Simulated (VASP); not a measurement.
**Mo: single point with PBE**

Mo, a slab with vacuum:

```xyz
3
Lattice="3.1607 0.0000 0.0000 0.0000 3.1607 0.0000 0.0000 0.0000 19.1607" Properties=species:S:1:pos:R:3 pbc="T T T"
Mo    0.0000    0.0000    8.1265
Mo    1.5804    1.5804    9.5803
Mo    0.0000    0.0000   11.0342
```

```yaml
Program: VASP 6.6.1
Task: single point
Functional: PBE
Potentials_or_basis: VASP PAW PBE potentials, release 64 (Mo_sv)
Cutoff: 520 eV
k_mesh: 12 × 12 × 1
Occupations: fermi-dirac, width 0.08 eV
Spin: no spin polarisation
```

```json
{"Largest force": "0.032 eV/Å", "Band gap on the k mesh": "zero (bands 21 and 22 overlap by 1.36 eV)"}
```

Forces on the atoms (eV/Å):
```
Mo   0.000  0.000 -0.032
Mo   0.000  0.000  0.000
Mo   0.000  0.000  0.032
```

Levels at points of the mesh, in eV from the Fermi level:
| k point | band 18 | band 19 | band 20 | band 21 | band 22 | band 23 | band 24 | band 25 |
| --- | --- | --- | --- | --- | --- | --- | --- | --- |
| (0.00, 0.00, 0.00) | -1.13 | -0.98 | -0.98 | -0.17 | -0.17 | -0.12 | -0.07 | 0.91 |
| (0.50, 0.00, 0.00) | -1.96 | -1.41 | -0.90 | -0.09 | 0.73 | 1.16 | 1.22 | 1.67 |
| (0.50, 0.50, 0.00) | -2.02 | -2.02 | 0.97 | 0.97 | 1.06 | 1.67 | 1.97 | 2.25 |

Run time: 2.2 min on 1 thread of AMD EPYC 7R13 Processor (Zen 3) (shared host), peak memory 0.28 GiB.
